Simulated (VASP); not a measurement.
Write the native input for VASP 6.6.1 that does the following.

| Quantity | Value |
| --- | --- |
| Task | single point |
| Functional | LDA |
| Potentials or basis | VASP PAW LDA potentials, release 64 (Al, Fe) |
| Cutoff | 520 eV |
| k mesh | 7 × 7 × 7 |
| Occupations | fermi-dirac, width 0.1 eV |
| Spin | collinear spin, ferromagnetic start |
| Starting moments | [0.0, 2.4] μB |
| Dipole correction | no |
| Further INCAR settings | ALGO = Normal; EDIFF = 1e-07; NBANDS = 16 |

The structure of AlFe lies in POSCAR:

```
AlFe
1.0
    2.9100000000      0.0000000000      0.0000000000
    0.0000000000      2.9100000000      0.0000000000
    0.0000000000      0.0000000000      2.9100000000
Al Fe
1 1
Direct
    0.0008200000      0.0064200000      0.0081700000
    0.4997100000      0.4993182818      0.4953000000
```

These files were run (other wordings do the same):

INCAR

```
SYSTEM = AlFe
PREC     = Accurate       ! precision mode
ENCUT    = 520            ! plane-wave cutoff, eV
EDIFF    = 1E-7           ! SCF threshold, eV
ISMEAR   = -1             ! smearing method
SIGMA    = 0.1            ! smearing width, eV
LREAL    = .False.        ! projectors in reciprocal space
LASPH    = .True.         ! aspherical terms in the spheres
NELM     = 150            ! most SCF steps
ALGO     = Normal         ! electronic algorithm
ISIF     = 2              ! what is computed and relaxed
LWAVE    = .False.        ! write WAVECAR
LCHARG   = .False.        ! write CHGCAR
ISPIN    = 2              ! spin polarisation
MAGMOM   = 0 2.4          ! initial moments
LORBIT   = 11             ! projections on sites
LMAXMIX  = 4              ! l up to which the mixer works
GGA      = CA             ! functional
NBANDS   = 16             ! bands
```

KPOINTS

```
regular mesh
0
Gamma
  7 7 7
  0 0 0
```

Potentials or basis: VASP PAW LDA potentials, release 64 (Al, Fe).

Command:

```bash
$ cat potpaw_LDA.64/Al/POTCAR potpaw_LDA.64/Fe/POTCAR > POTCAR
$ mpirun -np 1 vasp_std > vasp.out
```

It gave:

The pressure is -15.8 GPa and the largest force is 0.271 eV/Å. The net moment is 0.63 μB per cell. The site moments are Al -0.02; Fe +0.66 μB and the valence electrons inside the program's atomic spheres are Al 0.83; Fe 7.37.

Caveat: the cell stands under tension.

It took 39 s on 1 thread of Intel(R) Xeon(R) 6975P-C (Granite Rapids), on a shared host, peak memory 0.21 GiB.
